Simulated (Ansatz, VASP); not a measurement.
## One calculation of Tc, two programs

Contents of INCAR:

```
SYSTEM = Tc
ALGO = Normal
EDIFF = 1E-6
ENCUT = 520
GGA = CA
ISIF = 2
ISMEAR = -1
LASPH = .True.
LCHARG = .False.
LREAL = .False.
LWAVE = .False.
NBANDS = 20
NELM = 100
PREC = Accurate
SIGMA = 0.08
```

The input KPOINTS:

```
k-points
0
Gamma
  17 17 9
  0 0 0
```

The input POSCAR:

```
Tc
1.0
    2.7581463957      0.0000000000      0.0000000000
   -1.3790731979      2.3886248461      0.0000000000
    0.0000000000      0.0000000000      4.4271266766
Tc
2
Direct
    0.3333333333      0.6666666667      0.2500000000
    0.6666666667      0.3333333333      0.7500000000
```

Input for Ansatz:

```yaml
crystal:
  lattice:
    - [2.7581463957, 0.0, 0.0]
    - [-1.3790731979, 2.3886248461, 0.0]
    - [0.0, 0.0, 4.4271266766]
  atoms:
    - { symbol: Tc, position: [0.3333333333, 0.6666666667, 0.25] }
    - { symbol: Tc, position: [0.6666666667, 0.3333333333, 0.75] }
kpoints:
  mp_grid: { grid: [17, 17, 9] }
  band_path:
    path:
      - [0.0, 0.0, 0.0]
      - [0.5, 0.0, 0.0]
      - [0.3333333333, 0.3333333333, 0.0]
      - [0.0, 0.0, 0.0]
      - [0.0, 0.0, 0.5]
      - [0.5, 0.0, 0.5]
      - [0.3333333333, 0.3333333333, 0.5]
      - [0.0, 0.0, 0.5]
      - [0.5, 0.0, 0.5]
    npoints: 5
scf:
  occupations: { method: fermi_dirac, width: 0.08 }
hamiltonian:
  xc: lda
  pseudopotentials: { kind: all_electron, lapw: { basis_error: 0.001 } }
output:
  forces: true
  stress: true
  eigenvalues: true
```

Change from the starting cell: volume scaled by 1.02.

Alike in both runs: task single point; functional LDA; k mesh 17 × 17 × 9; occupations fermi-dirac, width 0.08 eV; no spin polarisation.

|  | VASP | Ansatz |
| --- | --- | --- |
| version | VASP 6.6.1 | Ansatz 0.2.0 |
| potentials or method | VASP PAW LDA potentials, release 64 (Tc_pv), cutoff 520 eV | all-electron LAPW, scalar-relativistic |

```csv
,VASP,Ansatz,Ansatz less VASP
pressure (GPa),-17.1,-17.2,-0.03
"traceless stress, the component that is largest in VASP (GPa)",-1.17,-1.15,+0.028
```

LDA's correlation is that of Perdew and Zunger in VASP and of Perdew and Wang (1992) in Ansatz. Ansatz ran all-electron here, and VASP with PAW potentials.
